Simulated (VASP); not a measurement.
Ta: single point with PBE

The system is Ta.

```
Ta
1.0
     0.00000    2.19279    2.19279
     2.19279    0.00000    2.19279
     2.19279    2.19279    0.00000
Ta
1
Direct
  0.00000 0.00000 0.00000
```

This cell differs from its parent crystal: volume scaled by 1.12.

```
Program                : VASP 6.6.1
Task                   : single point
Functional             : PBE
Potentials or basis    : VASP PAW PBE potentials, release 64 (Ta_pv)
Cutoff                 : 520 eV
k mesh                 : 14 × 14 × 14
Occupations            : fermi-dirac, width 0.1 eV
Spin                   : no spin polarisation
Dipole correction      : no
Further INCAR settings : ALGO = Normal; EDIFF = 1e-07; NBANDS = 12
```

| Item | Value |
| --- | --- |
| Pressure | -17.4 GPa |

Levels at points of the mesh, in eV from the Fermi level:
```csv
k point,band 2,band 3,band 4,band 5,band 6,band 7,band 8,band 9
"(0.00, 0.00, 0.00)",-34.06,-34.06,-7.63,0.45,0.45,0.45,3.00,3.00
"(0.50, 0.00, 0.00)",-34.15,-34.15,-4.17,0.28,0.28,0.36,4.97,4.97
"(0.50, 0.50, 0.00)",-34.31,-34.31,-3.79,-2.83,2.31,4.95,5.53,5.53
```

Run time: 14 s on 1 thread of Intel(R) Xeon(R) Platinum 8259CL CPU @ 2.50GHz (Skylake/Cascade Lake), on a shared host, peak memory 0.15 GiB.

Caveat: spin-orbit coupling is left out, which moves the levels of the heavy elements.
